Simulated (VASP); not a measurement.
# BN (Amm2) in VASP: further runs

Runs on BN. Level: PBE. Tasks: single point.

All numbers are computed with VASP 6.6.1; they aren't measurements. Logs are shortened: lines on timing, memory, paths and dates and some standing lists are left out, and cuts for length are marked.

## (1) The cell of the first run

The structure is orthorhombic, space group Amm2 (No. 38). The conventional cell has a = 6.661 Å, b = 2.504 Å, c = 4.337 Å, α = 90.00°, β = 90.00°, γ = 90.00°. B (site symmetry mm2) has 3 N at 1.45 Å within 1.9 Å. B (site symmetry mm2) has 3 N at 1.40 to 1.55 Å within 1.9 Å. N (site symmetry mm2) has 3 B at 1.40 to 1.55 Å within 1.9 Å. Within 1.9 Å of N (site symmetry mm2) lie 3 B at 1.45 Å.

## (2) Single point, PBE (atom 3 (N) moved -0.100 Å towards its neighbour atom 2 (B) at 1.446 Å)

Input file INCAR:

```
SYSTEM = BN
PREC = Accurate
ENCUT = 520
EDIFF = 1E-7
ISMEAR = 0
SIGMA = 0.05
LREAL = .False.
LASPH = .True.
NELM = 80
ALGO = Normal
ISIF = 2
LWAVE = .False.
LCHARG = .False.
GGA = PE
NBANDS = 16
```

Input file KPOINTS:

```
regular mesh
0
Gamma
  12 12 4
  0 0 0
```

Input file POSCAR:

```
BN
1.0
    2.5039917043      0.0000000000      0.0000000000
   -1.2519958522      2.1685204268      0.0000000000
    0.0000000000      0.0000000000      6.6612000000
B N
2 2
Direct
    0.3333333333      0.6666666667      0.2500000000
    0.6666666667      0.3333333333      0.7500000000
    0.3794477249      0.6897238624      0.7500000000
    0.6666666667      0.3333333333      0.2500000000
```

Potentials or basis: VASP PAW PBE potentials, release 64 (B, N).

Started as:

```
> cat potpaw_PBE.64/B/POTCAR potpaw_PBE.64/N/POTCAR > POTCAR
> mpirun -np 1 vasp_std > vasp.out
```

OUTCAR:

```text
SYSTEM = BN
   PREC = Accurate
   ENCUT = 520
   EDIFF = 1E-7
   ISMEAR = 0
   LREAL = .False.
   LASPH = .True.
   NELM = 80
   ISIF = 2
   GGA = PE

 ion  position               nearest neighbor table
   1  0.333  0.667  0.250-   4 1.45   4 1.45   4 1.45
   2  0.667  0.333  0.750-   3 1.40   3 1.40   3 1.55
   3  0.379  0.690  0.750-   2 1.40   2 1.40   2 1.55
   4  0.667  0.333  0.250-   1 1.45   1 1.45   1 1.45

  LATTYP: Found a hexagonal cell.
 ALAT       =     2.5039917043
 C/A-ratio  =     2.6602324555

  Lattice vectors:

 A1 = (   2.5039917043,   0.0000000000,   0.0000000000)
 A2 = (  -1.2519958522,   2.1685204268,   0.0000000000)
 A3 = (   0.0000000000,   0.0000000000,   6.6612000000)

Analysis of symmetry for initial positions (statically):
=====================================================================
 Subroutine PRICEL returns:
 Original cell was already a primitive cell.

 Routine SETGRP: Setting up the symmetry group for a
 hexagonal supercell.

 Subroutine GETGRP returns: Found  4 space group operations
 (whereof  2 operations were pure point group operations)
 out of a pool of 24 trial point group operations.

The static configuration has the point symmetry C_1h.
 The point group associated with its full space group is C_2v.

Analysis of symmetry for dynamics (positions and initial velocities):
=====================================================================
 Subroutine PRICEL returns:
 Original cell was already a primitive cell.

 Routine SETGRP: Setting up the symmetry group for a
 hexagonal supercell.

 Subroutine GETGRP returns: Found  4 space group operations
 (whereof  2 operations were pure point group operations)
 out of a pool of 24 trial point group operations.

The dynamic configuration has the point symmetry C_1h.
 The point group associated with its full space group is C_2v.

 Subroutine INISYM returns: Found  4 space group operations
 (whereof  2 operations are pure point group operations),
 and found     1 'primitive' translations

----------------------------------------------------------------------------------------

                                     Primitive cell

  volume of cell :      36.1700

  direct lattice vectors                    reciprocal lattice vectors
     2.503991704  0.000000000  0.000000000     0.399362345  0.230571958  0.000000000
    -1.251995852  2.168520427  0.000000000     0.000000000  0.461143915  0.000000000
     0.000000000  0.000000000  6.661200000     0.000000000  0.000000000  0.150123101

  length of vectors
     2.503991704  2.503991704  6.661200000     0.461143915  0.461143915  0.150123101

  position of ions in fractional coordinates (direct lattice)
     0.333333333  0.666666667  0.250000000
     0.666666667  0.333333333  0.750000000
     0.379447725  0.689723862  0.750000000
     0.666666667  0.333333333  0.250000000

  ion indices of the primitive-cell ions
   primitive index   ion index
                 1           1
                 2           2
                 3           3
                 4           4

----------------------------------------------------------------------------------------

 KPOINTS: regular mesh

Automatic generation of k-mesh.
 Grid dimensions read from file:
 generate k-points for:   12   12    4

 Generating k-lattice:

  Cartesian coordinates                     Fractional coordinates (reciprocal lattice)
     0.033280195  0.019214330  0.000000000     0.083333333 -0.000000000  0.000000000
     0.000000000  0.038428660  0.000000000     0.000000000  0.083333333  0.000000000
     0.000000000  0.000000000  0.037530775     0.000000000  0.000000000  0.250000000

  Length of vectors
     0.038428660  0.038428660  0.037530775

  Shift w.r.t. Gamma in fractional coordinates (k-lattice)
     0.000000000  0.000000000  0.000000000

 Subroutine IBZKPT returns following result:
 ===========================================

 Found    129 irreducible k-points:

 Following reciprocal coordinates:
            Coordinates               Weight
  0.000000  0.000000  0.000000      1.000000
  0.083333  0.000000  0.000000      2.000000
  0.000000  0.083333  0.000000      4.000000
  0.166667  0.000000  0.000000      2.000000
  0.000000  0.166667  0.000000      4.000000
  0.250000  0.000000  0.000000      2.000000
[... 16 lines left out ...]
 -0.083333  0.416667  0.000000      4.000000
 -0.416667  0.333333  0.000000      4.000000
 [... further k-points ...]
   k-points           NKPTS =    129   k-points in BZ     NKDIM =    129   number of bands    NBANDS=     16
   number of dos      NEDOS =    301   number of ions     NIONS =      4
   total plane-waves  NPLWV =  20000
   dimension x,y,z NGX =    20 NGY =   20 NGZ =   50
   dimension x,y,z NGXF=    40 NGYF=   40 NGZF=  100
   ions per type =               2   2
   NGX,Y,Z   is equivalent  to a cutoff of  13.28, 13.28, 12.48 a.u.
   NGXF,Y,Z  is equivalent  to a cutoff of  26.56, 26.56, 24.96 a.u.
 SYSTEM =  BN
   PREC   = accura    normal or accurate (medium, high low for compatibility)
   ISTART =      0    job   : 0-new  1-cont  2-samecut
   ICHARG =      2    charge: 1-file 2-atom 10-const
   ISPIN  =      1    spin polarized calculation?
   LNONCOLLINEAR =      F non collinear calculations
   LSORBIT =      F    spin-orbit coupling
   LASPH  =      T    aspherical Exc in radial PAW
   ENCUT  =  520.0 eV  38.22 Ry    6.18 a.u.   4.66  4.66 12.39*2*pi/ulx,y,z
   NELM   =     80;   NELMIN=  2; NELMDL= -5     # of ELM steps
   EDIFF  = 0.1E-06   stopping-criterion for ELM
   LREAL  =      F    real-space projection
   EDIFFG = 0.1E-05   stopping-criterion for IOM
   NSW    =      0    number of steps for IOM
   IBRION =     -1    ionic relax: 0-MD 1-quasi-New 2-CG
   NFREE  =      0    steps in history (QN), initial steepest desc. (CG)
   ISIF   =      2    stress and relaxation
   ISYM   =      2    0-nonsym 1-usesym 2-fastsym
   POTIM  = 0.5000    time-step for ionic-motion
   TEBEG  =    0.0;   TEEND  =   0.0 temperature during run
   PSTRESS=    0.0 pullay stress
   NELECT =      16.0000    total number of electrons
   NUPDOWN=      -1.0000    fix difference up-down
   EMIN   =  10.00;   EMAX   =-10.00  energy-range for DOS
   EFERMI =   0.00;   METHOD = LEGACY
   ISMEAR =     0;   SIGMA  =   0.05  broadening in eV -4-tet -1-fermi 0-gaus
   EFERMI_NEDOS =   21; number of points for ismear=-14 and -15
   IALGO  =     38    algorithm
   IMIX   =      4    mixing-type and parameters
     AMIX     =   0.40;   BMIX     =  1.00
     AMIX_MAG =   1.60;   BMIX_MAG =  1.00
  volume/ion in A,a.u.               =       9.04        61.02
  Fermi-wavevector in a.u.,A,eV,Ry     =   1.247379  2.357205 21.170055  1.555955
  Thomas-Fermi vector in A             =   2.381514
   LORBIT       =      0    0 simple, 1 ext, 2 COOP (PROOUT), +10 PAW based schemes
   GGA     = PE    functional components
   LHFCALC =     F    Hartree Fock is set to
   AEXX    =    0.0000 exact exchange contribution
   IVDW    =     0    specifies the selected vdW correction
   LEPSILON=     F    determine dielectric tensor
   LRPA    =     F    only Hartree local field effects (RPA)
 non-spin polarized calculation
 Gauss-broadening in eV      SIGMA  =   0.05
  energy-cutoff  :      520.00
  volume of cell :       36.17
 maximum number of plane-waves:       992
   NGX =  9   NGY =  9   NGZ = 25

 number of electron      15.9999998 magnetization

 Free energy of the ion-electron system (eV)
  ---------------------------------------------------
  ext. energy  EPLUGINS =         0.00000000
  ---------------------------------------------------
  free energy    TOTEN  =       -34.96881625 eV

  energy without entropy =      -34.96881625  energy(sigma->0) =      -34.96881625

 E-fermi :   2.5190     XC(G=0): -10.0466

 val. band max:        2.2445839481   @ k =   0.3333   0.3333   0.2500
 cond. band min:       6.4396467441   @ k =   0.0000   0.5000   0.0000
 fundamental gap:      4.1950627960
 Fermi energy:         2.5190346644

 k-point     1 :       0.0000    0.0000    0.0000
  band No.  band energies     occupation
      1     -15.5533      2.00000
      2     -15.2662      2.00000
      3      -3.9632      2.00000
      4      -1.8742      2.00000
      5      -0.2224      2.00000
      6       0.9264      2.00000
[... 8 lines left out ...]
     15      15.3003      0.00000
     16      15.5040      0.00000

 k-point     2 :       0.0833    0.0000    0.0000
  band No.  band energies     occupation
      1     -15.4157      2.00000
      2     -15.1329      2.00000
      3      -3.7794      2.00000
      4      -1.7102      2.00000
      5      -0.4183      2.00000
      6       0.3660      2.00000
[... 8 lines left out ...]
     15      14.8874      0.00000
     16      16.0340      0.00000

 k-point     3 :       0.0000    0.0833    0.0000
  band No.  band energies     occupation
      1     -15.4189      2.00000
      2     -15.1365      2.00000
      3      -3.7756      2.00000
      4      -1.7051      2.00000
      5      -0.6362      2.00000
      6       0.3669      2.00000
[... 8 lines left out ...]
     15      14.8473      0.00000
     16      15.7547      0.00000

 k-point     4 :       0.1667    0.0000    0.0000
  band No.  band energies     occupation
      1     -15.0102      2.00000
      2     -14.7400      2.00000
      3      -3.2357      2.00000
      4      -1.2293      2.00000
      5      -1.0470      2.00000
      6      -0.9119      2.00000
[... 8 lines left out ...]
     15      16.0485      0.00000
     16      17.5083      0.00000
[... 324 lines left out ...]
 k-point    22 :       0.3333    0.0833    0.0000
  band No.  band energies     occupation
      1     -13.0409      2.00000
      2     -12.8467      2.00000
      3      -5.3615      2.00000
      4      -5.0272      2.00000
      5      -2.5573      2.00000
      6      -1.9353      2.00000
[... 8 lines left out ...]
     15      17.5733      0.00000
     16      20.7565      0.00000

 k-point    23 :      -0.0833    0.4167    0.0000
  band No.  band energies     occupation
      1     -13.1198      2.00000
      2     -12.9296      2.00000
      3      -5.5508      2.00000
      4      -5.3464      2.00000
      5      -1.9398      2.00000
      6      -1.4686      2.00000
[... 8 lines left out ...]
     15      17.5856      0.00000
     16      20.6890      0.00000

 k-point    24 :      -0.4167    0.3333    0.0000
  band No.  band energies     occupation
      1     -13.0933      2.00000
      2     -12.9160      2.00000
      3      -5.5477      2.00000
      4      -5.3463      2.00000
      5      -1.9396      2.00000
      6      -1.5546      2.00000
[... 8 lines left out ...]
     15      17.4655      0.00000
     16      20.8276      0.00000

 [... further k-points ...]

------------------------ aborting loop because EDIFF is reached ----------------------------------------

  FORCE on cell =-STRESS in cart. coord.  units (eV):
  Direction    XX          YY          ZZ          XY          YZ          ZX
  --------------------------------------------------------------------------------------
  -------------------------------------------------------------------------------------
  Total        0.8299884      1.9884044      0.6085728     -1.0032177      0.0000000     -0.0000000
  in kB       36.7649290     88.0777945     26.9571668    -44.4382450      0.0000000     -0.0000000
  external PRESSURE =      50.5999635 kB  Pullay stress =       0.0000000 kB

 VOLUME and BASIS-vectors are now :
 -----------------------------------------------------------------------------
  energy-cutoff  :      520.00
  volume of cell :       36.17
      direct lattice vectors                 reciprocal lattice vectors
     2.503991704  0.000000000  0.000000000     0.399362345  0.230571958  0.000000000
    -1.251995852  2.168520427  0.000000000     0.000000000  0.461143915  0.000000000
     0.000000000  0.000000000  6.661200000     0.000000000  0.000000000  0.150123101

 POSITION                                       TOTAL-FORCE (eV/Angst)
 -----------------------------------------------------------------------------------
     -0.00000      1.44568      1.66530         0.002212      0.001277      0.000000
      1.25200      0.72284      4.99590         3.035727      1.752678      0.000000
      0.08660      1.49568      4.99590        -3.040046     -1.755171      0.000000
      1.25200      0.72284      1.66530         0.002108      0.001217      0.000000
 -----------------------------------------------------------------------------------
    total drift:                               -0.000033     -0.000019      0.000000

  FREE ENERGIE OF THE ION-ELECTRON SYSTEM (eV)
  ---------------------------------------------------
  free  energy   TOTEN  =       -34.9688162509 eV

  energy  without entropy=      -34.9688162509  energy(sigma->0) =      -34.96881625
```

Wall time 41 s (1 thread of Intel Xeon 6975P-C (Granite Rapids), shared host); peak memory 0.18 GiB.

What came out:

* Free energy: -34.9688 eV
* Pressure: 5.1 GPa
* Largest force: 3.510 eV/Å
* Band gap on the k mesh: 4.20 eV, indirect (least direct gap 4.61 eV)

Forces in eV/Å, atoms in the order of the input:
```
B    0.002  0.001  0.000
B    3.036  1.753  0.000
N   -3.040 -1.755  0.000
N    0.002  0.001  0.000
```

Caveat: the cell differs from its parent crystal (atom 3 (N) moved -0.100 Å towards its neighbour atom 2 (B) at 1.446 Å); this functional lacks dispersion, which binds the layers, so the pressure and a relaxed spacing across them are unreliable; forces of over 1 eV/Å act on the atoms, so gaps and moduli don't describe the material at rest.

(Part 1 of 2 ends here.)
